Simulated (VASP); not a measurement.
# Ta (Fm-3m) in VASP: a series of runs, part 3 of 3

VASP 6.6.1. Earlier steps stand in the parts before.

### 4 Single point, r2SCAN (volume scaled by 0.92)

POSCAR reads:

```
Ta
1.0
    0.0000000000      2.0461652768      2.0461652768
    2.0461652768      0.0000000000      2.0461652768
    2.0461652768      2.0461652768      0.0000000000
Ta
1
Direct
    0.0000000000      0.0000000000      0.0000000000
```

INCAR.step1 reads:

```
SYSTEM = Ta
PREC = Accurate
ENCUT = 520
ISMEAR = -1
SIGMA = 0.1
LREAL = .False.
LASPH = .True.
NELM = 100
NBANDS = 12
GGA = PE
ALGO = Normal
EDIFF = 1E-4
LWAVE = .True.
LCHARG = .False.
```

INCAR.step2 reads:

```
SYSTEM = Ta
PREC = Accurate
ENCUT = 520
EDIFF = 1E-6
ISMEAR = -1
SIGMA = 0.1
LREAL = .False.
LASPH = .True.
NELM = 100
ALGO = Normal
ISIF = 2
LWAVE = .False.
LCHARG = .True.
METAGGA = R2SCAN
LMIXTAU = .True.
LELF = .True.
LVHAR = .True.
NBANDS = 12
ISTART = 1
```

KPOINTS reads:

```
regular mesh
0
Gamma
  14 14 14
  0 0 0
```

Potentials or basis: VASP PAW PBE potentials, release 64 (Ta_pv).

The run is started by

```bash
cat potpaw_PBE.64/Ta_pv/POTCAR > POTCAR
cp INCAR.step1 INCAR
mpirun -np 1 vasp_std > vasp.out
cp INCAR.step2 INCAR
mpirun -np 1 vasp_std > vasp.out
```

OUTCAR:

```text
SYSTEM = Ta
   PREC = Accurate
   ENCUT = 520
   EDIFF = 1E-6
   ISMEAR = -1
   LREAL = .False.
   LASPH = .True.
   NELM = 100
   ISIF = 2
   METAGGA = R2SCAN
   ISTART = 1

 ion  position               nearest neighbor table
   1  0.000  0.000  0.000-

  LATTYP: Found a face centered cubic cell.
 ALAT       =     4.0923305536

  Lattice vectors:

 A1 = (   0.0000000000,   2.0461652768,   2.0461652768)
 A2 = (   2.0461652768,   0.0000000000,   2.0461652768)
 A3 = (   2.0461652768,   2.0461652768,   0.0000000000)

Analysis of symmetry for initial positions (statically):
=====================================================================
 Subroutine PRICEL returns:
 Original cell was already a primitive cell.

 Routine SETGRP: Setting up the symmetry group for a
 face centered cubic supercell.

 Subroutine GETGRP returns: Found 48 space group operations
 (whereof 48 operations were pure point group operations)
 out of a pool of 48 trial point group operations.

The static configuration has the point symmetry O_h .

Analysis of symmetry for dynamics (positions and initial velocities):
=====================================================================
 Subroutine PRICEL returns:
 Original cell was already a primitive cell.

 Routine SETGRP: Setting up the symmetry group for a
 face centered cubic supercell.

 Subroutine GETGRP returns: Found 48 space group operations
 (whereof 48 operations were pure point group operations)
 out of a pool of 48 trial point group operations.

The dynamic configuration has the point symmetry O_h .

 Subroutine INISYM returns: Found 48 space group operations
 (whereof 48 operations are pure point group operations),
 and found     1 'primitive' translations

----------------------------------------------------------------------------------------

                                     Primitive cell

  volume of cell :      17.1337

  direct lattice vectors                    reciprocal lattice vectors
     0.000000000  2.046165277  2.046165277    -0.244359537  0.244359537  0.244359537
     2.046165277  0.000000000  2.046165277     0.244359537 -0.244359537  0.244359537
     2.046165277  2.046165277  0.000000000     0.244359537  0.244359537 -0.244359537

  length of vectors
     2.893714685  2.893714685  2.893714685     0.423243134  0.423243134  0.423243134

  position of ions in fractional coordinates (direct lattice)
     0.000000000  0.000000000  0.000000000

  ion indices of the primitive-cell ions
   primitive index   ion index
                 1           1

----------------------------------------------------------------------------------------

 KPOINTS: regular mesh

Automatic generation of k-mesh.
 Grid dimensions read from file:
 generate k-points for:   14   14   14

 Generating k-lattice:

  Cartesian coordinates                     Fractional coordinates (reciprocal lattice)
    -0.017454253  0.017454253  0.017454253     0.071428571  0.000000000  0.000000000
     0.017454253 -0.017454253  0.017454253     0.000000000  0.071428571  0.000000000
     0.017454253  0.017454253 -0.017454253     0.000000000  0.000000000  0.071428571

  Length of vectors
     0.030231652  0.030231652  0.030231652

  Shift w.r.t. Gamma in fractional coordinates (k-lattice)
     0.000000000  0.000000000  0.000000000

 Subroutine IBZKPT returns following result:
 ===========================================

 Found    104 irreducible k-points:

 Following reciprocal coordinates:
            Coordinates               Weight
  0.000000  0.000000  0.000000      1.000000
  0.071429  0.000000  0.000000      8.000000
  0.142857  0.000000  0.000000      8.000000
  0.214286  0.000000  0.000000      8.000000
  0.285714  0.000000  0.000000      8.000000
  0.357143  0.000000  0.000000      8.000000
[... 16 lines left out ...]
  0.214286  0.142857  0.000000     24.000000
  0.285714  0.142857  0.000000     24.000000
 [... further k-points ...]
   k-points           NKPTS =    104   k-points in BZ     NKDIM =    104   number of bands    NBANDS=     12
   number of dos      NEDOS =    301   number of ions     NIONS =      1
   total plane-waves  NPLWV =  13824
   dimension x,y,z NGX =    24 NGY =   24 NGZ =   24
   dimension x,y,z NGXF=    48 NGYF=   48 NGZF=   48
   ions per type =               1
   NGX,Y,Z   is equivalent  to a cutoff of  13.79, 13.79, 13.79 a.u.
   NGXF,Y,Z  is equivalent  to a cutoff of  27.58, 27.58, 27.58 a.u.
 SYSTEM =  Ta
   PREC   = accura    normal or accurate (medium, high low for compatibility)
   ISTART =      1    job   : 0-new  1-cont  2-samecut
   ICHARG =      0    charge: 1-file 2-atom 10-const
   ISPIN  =      1    spin polarized calculation?
   LNONCOLLINEAR =      F non collinear calculations
   LSORBIT =      F    spin-orbit coupling
   LASPH  =      T    aspherical Exc in radial PAW
   ENCUT  =  520.0 eV  38.22 Ry    6.18 a.u.   5.38  5.38  5.38*2*pi/ulx,y,z
   NELM   =    100;   NELMIN=  2; NELMDL=  0     # of ELM steps
   EDIFF  = 0.1E-05   stopping-criterion for ELM
   LREAL  =      F    real-space projection
   EDIFFG = 0.1E-04   stopping-criterion for IOM
   NSW    =      0    number of steps for IOM
   IBRION =     -1    ionic relax: 0-MD 1-quasi-New 2-CG
   NFREE  =      0    steps in history (QN), initial steepest desc. (CG)
   ISIF   =      2    stress and relaxation
   ISYM   =      2    0-nonsym 1-usesym 2-fastsym
   POTIM  = 0.5000    time-step for ionic-motion
   TEBEG  =    0.0;   TEEND  =   0.0 temperature during run
   PSTRESS=    0.0 pullay stress
   NELECT =      11.0000    total number of electrons
   NUPDOWN=      -1.0000    fix difference up-down
   EMIN   =  10.00;   EMAX   =-10.00  energy-range for DOS
   EFERMI =   0.00;   METHOD = LEGACY
   ISMEAR =    -1;   SIGMA  =   0.10  broadening in eV -4-tet -1-fermi 0-gaus
   EFERMI_NEDOS =   21; number of points for ismear=-14 and -15
   IALGO  =     38    algorithm
   IMIX   =      4    mixing-type and parameters
     AMIX     =   0.40;   BMIX     =  1.00
     AMIX_MAG =   1.60;   BMIX_MAG =  1.00
  volume/ion in A,a.u.               =      17.13       115.62
  Fermi-wavevector in a.u.,A,eV,Ry     =   1.412283  2.668828 27.137403  1.994543
  Thomas-Fermi vector in A             =   2.534047
   LORBIT       =      0    0 simple, 1 ext, 2 COOP (PROOUT), +10 PAW based schemes
   METAGGA = R2SCAN    functional components
   LHFCALC =     F    Hartree Fock is set to
   AEXX    =    0.0000 exact exchange contribution
   IVDW    =     0    specifies the selected vdW correction
   LEPSILON=     F    determine dielectric tensor
   LRPA    =     F    only Hartree local field effects (RPA)
 non-spin polarized calculation
  energy-cutoff  :      520.00
  volume of cell :       17.13
 maximum number of plane-waves:       483
 NGX is ok and might be reduce to    24
   NGX = 11   NGY = 11   NGZ = 11

 number of electron      10.9999999 magnetization

 Free energy of the ion-electron system (eV)
  ---------------------------------------------------
  ext. energy  EPLUGINS =         0.00000000
  ---------------------------------------------------
  free energy    TOTEN  =       -48.26705424 eV

  energy without entropy =      -48.23305797  energy(sigma->0) =      -48.25005611

 E-fermi :   6.2028     XC(G=0): -14.0577

 val. band max:        6.1651097945   @ k =   0.3571   0.2143   0.0000
 cond. band min:       6.2192841774   @ k =   0.3571   0.1429   0.0000
 fundamental gap:      0.0541743829
 Fermi energy:         6.2027524774

 k-point     1 :       0.0000    0.0000    0.0000
  band No.  band energies     occupation
      1     -28.2843      2.00000
      2     -28.2843      2.00000
      3     -28.2843      2.00000
      4      -2.7746      2.00000
      5       6.6444      0.02387
      6       6.6444      0.02387
      7       6.6444      0.02387
      8      10.2942      0.00000
      9      10.2942      0.00000
     10      18.0063      0.00000
     11      19.4514      0.00000
     12      25.2147      0.00000

 k-point     2 :       0.0714    0.0000    0.0000
  band No.  band energies     occupation
      1     -28.3627      2.00000
      2     -28.2937      2.00000
      3     -28.2937      2.00000
      4      -2.5356      2.00000
      5       6.4285      0.18936
      6       6.7568      0.00782
      7       6.7568      0.00782
      8      10.1761      0.00000
      9      10.1761      0.00000
     10      18.0061      0.00000
     11      19.9568      0.00000
     12      24.0617      0.00000
[... 316 lines left out ...]
 k-point    24 :       0.2857    0.1429    0.0000
  band No.  band energies     occupation
      1     -29.0291      2.00000
      2     -28.4794      2.00000
      3     -28.4659      2.00000
      4       0.1213      2.00000
      5       4.5814      2.00000
      6       6.8237      0.00401
      7       7.9083      0.00000
      8       9.3950      0.00000
      9      11.4013      0.00000
     10      18.0056      0.00000
     11      21.5412      0.00000
     12      24.9222      0.00000

 [... further k-points ...]
[... 5 lines left out ...]
  --------------------------------------------------------------------------------------
  -------------------------------------------------------------------------------------
  Total        2.1437679      2.1437679      2.1437679     -0.0000000      0.0000000      0.0000000
  in kB      200.4639232    200.4639232    200.4639232     -0.0000000      0.0000000      0.0000000
  external PRESSURE =     200.4639232 kB  Pullay stress =       0.0000000 kB

 VOLUME and BASIS-vectors are now :
 -----------------------------------------------------------------------------
  energy-cutoff  :      520.00
  volume of cell :       17.13
      direct lattice vectors                 reciprocal lattice vectors
     0.000000000  2.046165277  2.046165277    -0.244359537  0.244359537  0.244359537
     2.046165277  0.000000000  2.046165277     0.244359537 -0.244359537  0.244359537
     2.046165277  2.046165277  0.000000000     0.244359537  0.244359537 -0.244359537

 POSITION                                       TOTAL-FORCE (eV/Angst)
 -----------------------------------------------------------------------------------
      0.00000      0.00000      0.00000         0.000000      0.000000      0.000000
 -----------------------------------------------------------------------------------
    total drift:                               -0.000000      0.000000     -0.000000

  FREE ENERGIE OF THE ION-ELECTRON SYSTEM (eV)
  ---------------------------------------------------
  free  energy   TOTEN  =       -48.2670542440 eV

  energy  without entropy=      -48.2330579663  energy(sigma->0) =      -48.25005611
```

OSZICAR.step1:

```text
N       E                     dE             d eps       ncg     rms          rms(c)
DAV:   1     0.600711104219E+02    0.60071E+02   -0.61550E+03  2520   0.880E+02
DAV:   2    -0.109726074829E+02   -0.71044E+02   -0.69368E+02  2808   0.245E+02
DAV:   3    -0.119169961926E+02   -0.94439E+00   -0.93908E+00  2956   0.269E+01
DAV:   4    -0.119192662975E+02   -0.22701E-02   -0.22699E-02  2804   0.149E+00
DAV:   5    -0.119192733533E+02   -0.70558E-05   -0.70557E-05  2780   0.779E-02    0.144E+01
DAV:   6    -0.115962597988E+02    0.32301E+00   -0.25894E-01  2888   0.547E+00    0.724E+00
DAV:   7    -0.114875259305E+02    0.10873E+00   -0.26197E-01  2900   0.511E+00    0.339E-01
DAV:   8    -0.114859929554E+02    0.15330E-02   -0.44660E-03  2676   0.705E-01    0.178E-01
DAV:   9    -0.114859395245E+02    0.53431E-04   -0.14598E-04  2840   0.134E-01
   1 F= -.11485940E+02 E0= -.11467145E+02  d E =-.375886E-01
```

It took 24 s on 1 thread of Intel Xeon 6975P-C (Granite Rapids), shared host; peak memory 0.15 GiB.

What came out:

```
Free energy : -48.2671 eV
Pressure    : 20.0 GPa
```

Levels at points of the mesh, in eV from the Fermi level:
| k point | band 2 | band 3 | band 4 | band 5 | band 6 | band 7 | band 8 | band 9 |
| --- | --- | --- | --- | --- | --- | --- | --- | --- |
| (0.00, 0.00, 0.00) | -34.49 | -34.49 | -8.98 | 0.44 | 0.44 | 0.44 | 4.09 | 4.09 |
| (0.50, 0.00, 0.00) | -34.67 | -34.67 | -5.27 | 0.22 | 0.22 | 0.83 | 6.72 | 6.72 |
| (0.50, 0.50, 0.00) | -35.00 | -35.00 | -5.15 | -4.05 | 3.43 | 6.80 | 7.47 | 7.47 |

Caveat: the PAW data sets were made with another functional, which shifts forces and pressure a little; spin-orbit coupling is left out, which moves the levels of the heavy elements.

### 5 Summary

```csv
cell,k mesh,gap on the mesh (eV),pressure (GPa)
"a = 2.975 Å, angles 60.0°, 1 atom",13 × 13 × 13,none,0.5
"a = 2.851 Å, angles 60.0°, 1 atom",14 × 14 × 14,none,32.8
"a = 2.894 Å, angles 60.0°, 1 atom",14 × 14 × 14,none,20.0
```

Alike in all rows: task single point; level r2SCAN; potentials or basis VASP PAW PBE potentials, release 64 (Ta_pv); no spin polarisation; cutoff (eV) 520; smearing fermi-dirac 0.1 eV.

Caveats: the PAW data sets were made with another functional, which shifts forces and pressure a little; spin-orbit coupling is left out, which moves the levels of the heavy elements.

Total energies depend on the potentials used, so only differences within one code and one set of settings carry meaning.
